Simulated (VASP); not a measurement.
# MnS (Fm-3m) in VASP: notebook

MnS is run at these levels: PBEsol, PBEsol+U; tasks: density of states.

Program: VASP 6.6.1. These are calculated values, not measurements. Logs are shortened: lines on timing, memory, paths and dates and some standing lists are left out, and cuts for length are marked.

**1. The cell of the first run**

Symmetry: Fm-3m, No. 225, cubic system. The conventional cell has a = 5.209 Å, b = 5.209 Å, c = 5.209 Å, α = 90.00°, β = 90.00°, γ = 90.00°. Within 3.4 Å of Mn (site symmetry m-3m) lie 6 S at 2.60 Å. Within 3.4 Å of S (site symmetry m-3m) lie 6 Mn at 2.60 Å.

**2. Density of states, PBEsol, collinear spin, ferromagnetic start**

Contents of POSCAR:

```
MnS
1.0
    0.0000000000      2.6045000000      2.6045000000
    2.6045000000      0.0000000000      2.6045000000
    2.6045000000      2.6045000000      0.0000000000
Mn S
1 1
Direct
    0.0000000000      0.0000000000      0.0000000000
    0.5000000000      0.5000000000      0.5000000000
```

Contents of INCAR.step1:

```
SYSTEM = MnS
PREC     = Accurate       ! precision mode
ENCUT    = 520            ! plane-wave cutoff, eV
EDIFF    = 1E-7           ! SCF threshold, eV
ISMEAR   = -1             ! smearing method
SIGMA    = 0.05           ! smearing width, eV
LREAL    = .False.        ! projectors in reciprocal space
LASPH    = .True.         ! aspherical terms in the spheres
NELM     = 150            ! most SCF steps
ALGO     = Normal         ! electronic algorithm
ISIF     = 2              ! what is computed and relaxed
LWAVE    = .False.        ! write WAVECAR
LCHARG   = .True.         ! write CHGCAR
ISPIN    = 2              ! spin polarisation
MAGMOM   = 4 0            ! initial moments
LMAXMIX  = 4              ! l up to which the mixer works
GGA      = PS             ! functional
NBANDS   = 20             ! bands
```

Contents of KPOINTS.step1:

```
regular mesh
0
Gamma
  9 9 9
  0 0 0
```

Contents of INCAR.step2:

```
SYSTEM = MnS
PREC     = Accurate       ! precision mode
ENCUT    = 520            ! plane-wave cutoff, eV
EDIFF    = 1E-7           ! SCF threshold, eV
ISMEAR   = -5             ! smearing method
SIGMA    = 0.05           ! smearing width, eV
LREAL    = .False.        ! projectors in reciprocal space
LASPH    = .True.         ! aspherical terms in the spheres
NELM     = 150            ! most SCF steps
ALGO     = Normal         ! electronic algorithm
ISIF     = 2              ! what is computed and relaxed
LWAVE    = .False.        ! write WAVECAR
LCHARG   = .False.        ! write CHGCAR
ISPIN    = 2              ! spin polarisation
MAGMOM   = 4 0            ! initial moments
LORBIT   = 11             ! projections on sites
LMAXMIX  = 4              ! l up to which the mixer works
GGA      = PS             ! functional
NEDOS    = 1001           ! points of the DOS
ICHARG   = 11             ! starting density
```

Contents of KPOINTS.step2:

```
regular mesh
0
Gamma
  14 14 14
  0 0 0
```

Potentials or basis: VASP PAW PBE potentials, release 64 (Mn_pv, S).

Started as:

```console
> cat potpaw_PBE.64/Mn_pv/POTCAR potpaw_PBE.64/S/POTCAR > POTCAR
> cp INCAR.step1 INCAR
> cp KPOINTS.step1 KPOINTS
> mpirun -np 1 vasp_std > vasp.out
> cp INCAR.step2 INCAR
> cp KPOINTS.step2 KPOINTS
> mpirun -np 1 vasp_std > vasp.out
```

OUTCAR:

```text
SYSTEM = MnS
   PREC = Accurate
   ENCUT = 520
   EDIFF = 1E-7
   ISMEAR = -5
   LREAL = .False.
   LASPH = .True.
   NELM = 150
   ISIF = 2
   ISPIN = 2
   LORBIT = 11
   GGA = PS
   ICHARG = 11

 ion  position               nearest neighbor table
   1  0.000  0.000  0.000-   2 2.60   2 2.60   2 2.60   2 2.60   2 2.60   2 2.60
   2  0.500  0.500  0.500-   1 2.60   1 2.60   1 2.60   1 2.60   1 2.60   1 2.60

  LATTYP: Found a face centered cubic cell.
 ALAT       =     5.2090000000

  Lattice vectors:

 A1 = (   0.0000000000,   2.6045000000,   2.6045000000)
 A2 = (   2.6045000000,   0.0000000000,   2.6045000000)
 A3 = (   2.6045000000,   2.6045000000,   0.0000000000)

Analysis of symmetry for initial positions (statically):
=====================================================================
 Subroutine PRICEL returns:
 Original cell was already a primitive cell.

 Routine SETGRP: Setting up the symmetry group for a
 face centered cubic supercell.

 Subroutine GETGRP returns: Found 48 space group operations
 (whereof 48 operations were pure point group operations)
 out of a pool of 48 trial point group operations.

The static configuration has the point symmetry O_h .

Analysis of symmetry for dynamics (positions and initial velocities):
=====================================================================
 Subroutine PRICEL returns:
 Original cell was already a primitive cell.

 Routine SETGRP: Setting up the symmetry group for a
 face centered cubic supercell.

 Subroutine GETGRP returns: Found 48 space group operations
 (whereof 48 operations were pure point group operations)
 out of a pool of 48 trial point group operations.

The dynamic configuration has the point symmetry O_h .

Analysis of structural, dynamic, and magnetic symmetry:
=====================================================================
 Subroutine PRICEL returns:
 Original cell was already a primitive cell.

 Routine SETGRP: Setting up the symmetry group for a
 face centered cubic supercell.

 Subroutine GETGRP returns: Found 48 space group operations
 (whereof 48 operations were pure point group operations)
 out of a pool of 48 trial point group operations.

The overall configuration has the point symmetry O_h .

 Subroutine INISYM returns: Found 48 space group operations
 (whereof 48 operations are pure point group operations),
 and found     1 'primitive' translations

----------------------------------------------------------------------------------------

                                     Primitive cell

  volume of cell :      35.3348

  direct lattice vectors                    reciprocal lattice vectors
     0.000000000  2.604500000  2.604500000    -0.191975427  0.191975427  0.191975427
     2.604500000  0.000000000  2.604500000     0.191975427 -0.191975427  0.191975427
     2.604500000  2.604500000  0.000000000     0.191975427  0.191975427 -0.191975427

  length of vectors
     3.683319223  3.683319223  3.683319223     0.332511194  0.332511194  0.332511194

  position of ions in fractional coordinates (direct lattice)
[... 8 lines left out ...]
----------------------------------------------------------------------------------------

 KPOINTS: regular mesh

Automatic generation of k-mesh.
 Grid dimensions read from file:
 generate k-points for:   14   14   14

 Generating k-lattice:

  Cartesian coordinates                     Fractional coordinates (reciprocal lattice)
    -0.013712531  0.013712531  0.013712531     0.071428571  0.000000000  0.000000000
     0.013712531 -0.013712531  0.013712531     0.000000000  0.071428571  0.000000000
     0.013712531  0.013712531 -0.013712531     0.000000000  0.000000000  0.071428571

  Length of vectors
     0.023750800  0.023750800  0.023750800

  Shift w.r.t. Gamma in fractional coordinates (k-lattice)
     0.000000000  0.000000000  0.000000000

 TETIRR: Found    389 inequivalent tetrahedra from    16464

 Subroutine IBZKPT returns following result:
 ===========================================

 Found    104 irreducible k-points:

 Following reciprocal coordinates:
            Coordinates               Weight
  0.000000  0.000000  0.000000      1.000000
  0.071429  0.000000  0.000000      8.000000
  0.142857  0.000000  0.000000      8.000000
  0.214286  0.000000  0.000000      8.000000
  0.285714  0.000000  0.000000      8.000000
  0.357143  0.000000  0.000000      8.000000
[... 16 lines left out ...]
  0.214286  0.142857  0.000000     24.000000
  0.285714  0.142857  0.000000     24.000000
 [... further k-points ...]
   k-points           NKPTS =    104   k-points in BZ     NKDIM =    104   number of bands    NBANDS=     15
   number of dos      NEDOS =   1001   number of ions     NIONS =      2
   total plane-waves  NPLWV =  21952
   dimension x,y,z NGX =    28 NGY =   28 NGZ =   28
   dimension x,y,z NGXF=    56 NGYF=   56 NGZF=   56
   ions per type =               1   1
   NGX,Y,Z   is equivalent  to a cutoff of  12.64, 12.64, 12.64 a.u.
   NGXF,Y,Z  is equivalent  to a cutoff of  25.28, 25.28, 25.28 a.u.
 SYSTEM =  MnS
   PREC   = accura    normal or accurate (medium, high low for compatibility)
   ISTART =      0    job   : 0-new  1-cont  2-samecut
   ICHARG =     11    charge: 1-file 2-atom 10-const
   ISPIN  =      2    spin polarized calculation?
   LNONCOLLINEAR =      F non collinear calculations
   LSORBIT =      F    spin-orbit coupling
   LASPH  =      T    aspherical Exc in radial PAW
   ENCUT  =  520.0 eV  38.22 Ry    6.18 a.u.   6.85  6.85  6.85*2*pi/ulx,y,z
   NELM   =    150;   NELMIN=  2; NELMDL=  0     # of ELM steps
   EDIFF  = 0.1E-06   stopping-criterion for ELM
   LREAL  =      F    real-space projection
   EDIFFG = 0.1E-05   stopping-criterion for IOM
   NSW    =      0    number of steps for IOM
   IBRION =     -1    ionic relax: 0-MD 1-quasi-New 2-CG
   NFREE  =      0    steps in history (QN), initial steepest desc. (CG)
   ISIF   =      2    stress and relaxation
   ISYM   =      2    0-nonsym 1-usesym 2-fastsym
   POTIM  = 0.5000    time-step for ionic-motion
   TEBEG  =    0.0;   TEEND  =   0.0 temperature during run
   PSTRESS=    0.0 pullay stress
   NELECT =      19.0000    total number of electrons
   NUPDOWN=      -1.0000    fix difference up-down
   EMIN   =  10.00;   EMAX   =-10.00  energy-range for DOS
   EFERMI =   0.00;   METHOD = LEGACY
   ISMEAR =    -5;   SIGMA  =   0.05  broadening in eV -4-tet -1-fermi 0-gaus
   EFERMI_NEDOS =   21; number of points for ismear=-14 and -15
   IALGO  =     38    algorithm
   IMIX   =      4    mixing-type and parameters
     AMIX     =   0.40;   BMIX     =  1.00
     AMIX_MAG =   1.60;   BMIX_MAG =  1.00
  volume/ion in A,a.u.               =      17.67       119.23
  Fermi-wavevector in a.u.,A,eV,Ry     =   1.331246  2.515690 24.112464  1.772216
  Thomas-Fermi vector in A             =   2.460272
   LORBIT       =     11    0 simple, 1 ext, 2 COOP (PROOUT), +10 PAW based schemes
   GGA     = PS    functional components
   LHFCALC =     F    Hartree Fock is set to
   AEXX    =    0.0000 exact exchange contribution
   IVDW    =     0    specifies the selected vdW correction
   LEPSILON=     F    determine dielectric tensor
   LRPA    =     F    only Hartree local field effects (RPA)
 spin polarized calculation
 Fermi weights with tetrahedron method with Bloechl corrections
  energy-cutoff  :      520.00
  volume of cell :       35.33
 maximum number of plane-waves:       967

 number of electron      18.9999989 magnetization       4.6852628

 Free energy of the ion-electron system (eV)
  ---------------------------------------------------
  ext. energy  EPLUGINS =         0.00000000
  ---------------------------------------------------
  free energy    TOTEN  =       -14.85282083 eV

  energy without entropy =      -14.85282083  energy(sigma->0) =      -14.85282083

 E-fermi :   6.5402     XC(G=0): -10.8156

 val. band max:        6.6443207451   @ k =   0.5000   0.0714   0.0000
 cond. band min:       6.5344521956   @ k =   0.4286   0.2857   0.0714
 fundamental gap:     -0.1098685495
 Fermi energy:         6.5401520921

 spin component 1

 k-point     1 :       0.0000    0.0000    0.0000
  band No.  band energies     occupation
      1     -43.9833      1.00000
      2     -43.9833      1.00000
      3     -43.9833      1.00000
      4      -8.0528      1.00000
      5       3.1649      1.00000
      6       3.1649      1.00000
      7       3.1649      1.00000
      8       3.2581      1.00000
      9       3.2581      1.00000
     10       4.6643      1.00000
     11       4.6643      1.00000
     12       4.6643      1.00000
     13       8.1529      0.00000
     14      15.0759      0.00000
[... 403 lines left out ...]
      4      -7.3754      1.00000
      5       1.1657      1.00000
      6       2.2905      1.00000
      7       2.4878      1.00000
      8       3.2387      1.00000
      9       3.5027      1.00000
     10       4.0958      1.00000
     11       5.1143      1.00000
     12       5.7923      1.00000
     13      10.8006      0.00000
     14      12.1390      0.00000
     15      13.1968      0.00000

 [... further k-points ...]

 spin component 2

 k-point     1 :       0.0000    0.0000    0.0000
  band No.  band energies     occupation
      1     -39.5271      1.00000
      2     -39.5271      1.00000
      3     -39.5271      1.00000
      4      -7.7316      1.00000
      5       4.9114      1.00000
      6       4.9114      1.00000
      7       4.9114      1.00000
      8       6.7948      0.00000
      9       6.7948      0.00000
     10       6.7948      0.00000
     11       6.8716      0.00000
     12       6.8716      0.00000
     13       9.1588      0.00000
     14      16.1546      0.00000
[... 403 lines left out ...]
      4      -7.0847      1.00000
      5       2.0543      1.00000
      6       3.6254      1.00000
      7       3.8406      1.00000
      8       6.6900     -0.01664
      9       7.2831      0.00000
     10       7.6454      0.00000
     11       7.9429      0.00000
     12       8.4492      0.00000
     13      11.9793      0.00000
     14      13.2321      0.00000
     15      14.2430      0.00000

 [... further k-points ...]

------------------------ aborting loop because EDIFF is reached ----------------------------------------

  FORCE on cell =-STRESS in cart. coord.  units (eV):
  Direction    XX          YY          ZZ          XY          YZ          ZX
  --------------------------------------------------------------------------------------
  -------------------------------------------------------------------------------------
  Total       -1.5914941     -1.5914941     -1.5914941      0.0000000     -0.0000000      0.0000000
  in kB      -72.1626587    -72.1626587    -72.1626587      0.0000000     -0.0000000      0.0000000
  external PRESSURE =     -72.1626587 kB  Pullay stress =       0.0000000 kB

 VOLUME and BASIS-vectors are now :
 -----------------------------------------------------------------------------
  energy-cutoff  :      520.00
  volume of cell :       35.33
      direct lattice vectors                 reciprocal lattice vectors
     0.000000000  2.604500000  2.604500000    -0.191975427  0.191975427  0.191975427
     2.604500000  0.000000000  2.604500000     0.191975427 -0.191975427  0.191975427
     2.604500000  2.604500000  0.000000000     0.191975427  0.191975427 -0.191975427

 POSITION                                       TOTAL-FORCE (eV/Angst)
 -----------------------------------------------------------------------------------
      0.00000      0.00000      0.00000         0.000000      0.000000      0.000000
      2.60450      2.60450      2.60450        -0.000000     -0.000000     -0.000000
 -----------------------------------------------------------------------------------
    total drift:                               -0.000000      0.000000      0.000000

  FREE ENERGIE OF THE ION-ELECTRON SYSTEM (eV)
  ---------------------------------------------------
  free  energy   TOTEN  =       -14.8528208349 eV

  energy  without entropy=      -14.8528208349  energy(sigma->0) =      -14.85282083

 total charge

# of ion       s       p       d       tot
------------------------------------------
    1        0.218   6.166   4.927  11.311
    2        1.322   2.371   0.000   3.693
--------------------------------------------------
tot          1.540   8.537   4.927  15.004

 magnetization (x)

# of ion       s       p       d       tot
------------------------------------------
    1        0.051   0.039   4.144   4.234
    2        0.025   0.076   0.000   0.101
--------------------------------------------------
tot          0.076   0.115   4.144   4.335
```

It took 95 s on 1 thread of AMD EPYC 9R45 (Zen 5), shared host; peak memory 0.19 GiB.

Results:

```yaml
Net_moment: 4.69 μB per cell
Site_moments: Mn +4.23; S +0.10 μB
Valence_electrons_inside_the_program's_atomic_spheres: Mn 11.31; S 3.69
```

Caveat: the PAW data sets were made with another functional, which shifts forces and pressure a little; a cell with one magnetic atom can't hold antiferromagnetic order, which such compounds often take; semilocal functionals often make such compounds metallic where correlation or magnetic order opens a gap, which also shifts bond lengths; tetrahedron occupations give inexact forces and stress in metals.

**3. Density of states, PBEsol+U, collinear spin, ferromagnetic start**

POSCAR is that of step 2.

Contents of INCAR.step1:

```
PREC     = Accurate       # precision mode
ENCUT    = 520            # plane-wave cutoff, eV
EDIFF    = 1E-6           # SCF threshold, eV
ISMEAR   = -1             # smearing method
SIGMA    = 0.05           # smearing width, eV
LREAL    = F              # projectors in reciprocal space
LASPH    = T              # aspherical terms in the spheres
NELM     = 150            # most SCF steps
ALGO     = Normal         # electronic algorithm
ISIF     = 2              # what is computed and relaxed
LWAVE    = F              # write WAVECAR
LCHARG   = T              # write CHGCAR
ISPIN    = 2              # spin polarisation
MAGMOM   = 4 0            # initial moments
LMAXMIX  = 4              # l up to which the mixer works
LDAU     = T              # DFT+U
LDAUTYPE = 2            
LDAUL    = 2 -1           # shell
LDAUU    = 4 0            # U, eV
LDAUJ    = 0 0          
LDAUPRINT= 1            
GGA      = PS             # functional
NBANDS   = 20             # bands
```

Contents of KPOINTS.step1:

```
regular mesh
0
Gamma
  9 9 9
```

Contents of INCAR.step2:

```
PREC     = Accurate       # precision mode
ENCUT    = 520            # plane-wave cutoff, eV
EDIFF    = 1E-6           # SCF threshold, eV
ISMEAR   = -5             # smearing method
SIGMA    = 0.05           # smearing width, eV
LREAL    = F              # projectors in reciprocal space
LASPH    = T              # aspherical terms in the spheres
NELM     = 150            # most SCF steps
ALGO     = Normal         # electronic algorithm
ISIF     = 2              # what is computed and relaxed
LWAVE    = F              # write WAVECAR
LCHARG   = F              # write CHGCAR
ISPIN    = 2              # spin polarisation
MAGMOM   = 4 0            # initial moments
LORBIT   = 11             # projections on sites
LMAXMIX  = 4              # l up to which the mixer works
LDAU     = T              # DFT+U
LDAUTYPE = 2            
LDAUL    = 2 -1           # shell
LDAUU    = 4 0            # U, eV
LDAUJ    = 0 0          
LDAUPRINT= 1            
GGA      = PS             # functional
NBANDS   = 20             # bands
NEDOS    = 2001           # points of the DOS
ICHARG   = 11             # starting density
```

Contents of KPOINTS.step2:

```
regular mesh
0
Gamma
  14 14 14
```

Potentials or basis: VASP PAW PBE potentials, release 64 (Mn_pv, S).

Started as:

```console
> cat potpaw_PBE.64/Mn_pv/POTCAR potpaw_PBE.64/S/POTCAR > POTCAR
> cp INCAR.step1 INCAR
> cp KPOINTS.step1 KPOINTS
> mpirun -np 1 vasp_std > vasp.out
> cp INCAR.step2 INCAR
> cp KPOINTS.step2 KPOINTS
> mpirun -np 1 vasp_std > vasp.out
```

Wall time 96 s (1 thread of AMD EPYC 9R45 (Zen 5), shared host); peak memory 0.21 GiB.

Results (log left out):

```
Net moment                                            : 5.00 μB per cell
Site moments                                          : Mn +4.58; S +0.08 μB
Valence electrons inside the program's atomic spheres : Mn 11.29; S 3.75
```

Levels at points of the mesh, in eV from the valence-band top:
Spin up:
```
           k point  band 9  band 10  band 11  band 12  band 13  band 14  band 15  band 16
(0.00, 0.00, 0.00)   -4.91    -1.45    -1.45    -1.45     1.88     8.45     8.45     8.45
(0.50, 0.00, 0.00)   -4.50    -3.83     0.00     0.00     2.93     5.52     5.52     8.71
(0.50, 0.50, 0.00)   -4.38    -3.88    -3.13    -3.13     0.93     5.12    10.38    12.08
```
Spin down:
```csv
k point,band 3,band 4,band 5,band 6,band 7,band 8,band 9,band 10,band 11,band 12
"(0.00, 0.00, 0.00)",-45.71,-13.88,-1.23,-1.23,-1.23,2.00,2.00,2.00,2.05,2.05
"(0.50, 0.00, 0.00)",-45.71,-12.56,-6.03,-2.62,-2.62,3.30,3.30,3.38,3.53,4.86
"(0.50, 0.50, 0.00)",-45.71,-12.34,-5.26,-2.80,-2.80,0.46,2.39,2.58,3.62,3.62
```

Eigenvalues of the final occupation matrices:
| site | spin | trace | eigenvalues |
| --- | --- | --- | --- |
| site 1 d | 1 | 4.71 | 0.93 0.93 0.93 0.95 0.95 |
| site 1 d | 2 | 0.20 | 0.02 0.02 0.02 0.08 0.08 |

Caveat: the PAW data sets were made with another functional, which shifts forces and pressure a little; a cell with one magnetic atom can't hold antiferromagnetic order, which such compounds often take. The state reached can hang on the start; a lower one may exist.
